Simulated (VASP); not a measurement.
KI:

```xyz
2
Lattice="0.0000 3.5328 3.5328 3.5328 0.0000 3.5328 3.5328 3.5328 0.0000" Properties=species:S:1:pos:R:3 pbc="T T T"
I     3.5328    3.5328    3.5328
K     0.0000    0.0000    0.0000
```

- Program: VASP 6.6.1
- Task: relaxation of cell and atoms
- Functional: LDA
- Potentials or basis: VASP PAW LDA potentials, release 64 (I, K_sv)
- Cutoff: 600 eV
- k mesh: 7 × 7 × 7
- Occupations: fermi-dirac, width 0.05 eV
- Spin: no spin polarisation

At the start: pressure -1.3 GPa; volume 44.09 Å³/atom.

**Question.** How do energy, volume and symmetry change on relaxing?

**Answer.** Over 3 steps the energy falls by 18.9 meV/atom and the volume is 39.94 Å³/atom (-9.4 %); space group Fm-3m (No. 225, to 0.1 Å) before and after.

Step by step:
```csv
step,energy change (eV),largest force (eV/Å),pressure (GPa),volume (Å³)
1,0.0000,0.0000,-1.27,88.18
2,-0.0278,0.0000,-0.73,83.78
3,-0.0377,0.0000,-0.06,79.89
```

Final structure:
```yaml
crystal:
  lattice:
    - [0.00000, 3.41838, 3.41838]
    - [3.41838, 0.00000, 3.41838]
    - [3.41838, 3.41838, 0.00000]
  atoms:
    - { symbol: I, position: [0.50000, 0.50000, 0.50000] }
    - { symbol: K, position: [0.00000, 0.00000, 0.00000] }
```
